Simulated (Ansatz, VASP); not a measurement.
**GaB: VASP beside Ansatz**

INCAR

```
PREC = Accurate ; ENCUT = 520
EDIFF = 1E-7 ; ISMEAR = -1
SIGMA = 0.05 ; LREAL = False
LASPH = True ; NELM = 80
ALGO = Normal ; ISIF = 2
LWAVE = False ; LCHARG = True
GGA = CA ; LELF = True
LVHAR = True ; NBANDS = 15
```

The input KPOINTS:

```
Automatic mesh
0
Gamma
  6 6 5
```

Contents of POSCAR:

```
GaB
1.0
    2.7182400000      0.0000000000      0.0000000000
    0.0000000000      2.7182400000      0.0000000000
    0.0000000000      0.0000000000      3.2362100000
Ga B
1 1
Direct
    0.5000000000      0.5000000000      0.5000000000
    0.0000000000      0.0000000000      0.0000000000
```

Contents of input.yaml:

```yaml
crystal:
  lattice:
    - [2.71824, 0.0, 0.0]
    - [0.0, 2.71824, 0.0]
    - [0.0, 0.0, 3.23621]
  atoms:
    - { symbol: Ga, position: [0.5, 0.5, 0.5] }
    - { symbol: B, position: [0.0, 0.0, 0.0] }
hamiltonian:
  xc: lda
  pseudopotentials: { kind: paw }
kpoints:
  mp_grid: { grid: [6, 6, 5] }
  band_path:
    path:
      - [[0.0, 0.0, 0.0], [0.0, 0.5, 0.0], [0.5, 0.5, 0.0], [0.0, 0.0, 0.0], [0.0, 0.0, 0.5], [0.0, 0.5, 0.5], [0.5, 0.5, 0.5], [0.0, 0.0, 0.5]]
      - [[0.0, 0.5, 0.0], [0.0, 0.5, 0.5]]
      - [[0.5, 0.5, 0.0], [0.5, 0.5, 0.5]]
    npoints: 14
scf:
  occupations: { method: fermi_dirac, width: 0.05 }
  n_extra_bands: 6
output:
  forces: true
  stress: true
  eigenvalues: true
  fatbands: true
  write_density: true
  write_potential: true
  elf: true
  volumetric_format: npy
```

Alike in both runs: functional LDA; k mesh 6 × 6 × 5; occupations fermi-dirac, width 0.05 eV; no spin polarisation.

|  | VASP | Ansatz |
| --- | --- | --- |
| version | VASP 6.6.1 | Ansatz 0.2.0 |
| potentials or method | VASP PAW LDA potentials, release 64 (Ga_d, B) | Ansatz PAW |
| plane-wave cutoff (eV) | 520 | 420 |
| valence electrons in the cell | 16 | 16 |
| task | single point | band structure |

```csv
,VASP,Ansatz,Ansatz less VASP
gap on the k mesh at the Fermi level (eV),none,none,-
pressure (GPa),-6.5,-6.7,-0.26
"traceless stress, the component that is largest in VASP (GPa)",-1.50,-1.48,+0.020
```

LDA's correlation is that of Perdew and Zunger in VASP and of Perdew and Wang (1992) in Ansatz. A gap of «none» marks a metal or a gap that the smearing closes.

The k mesh is coarse, so the values compare programs but aren't converged.
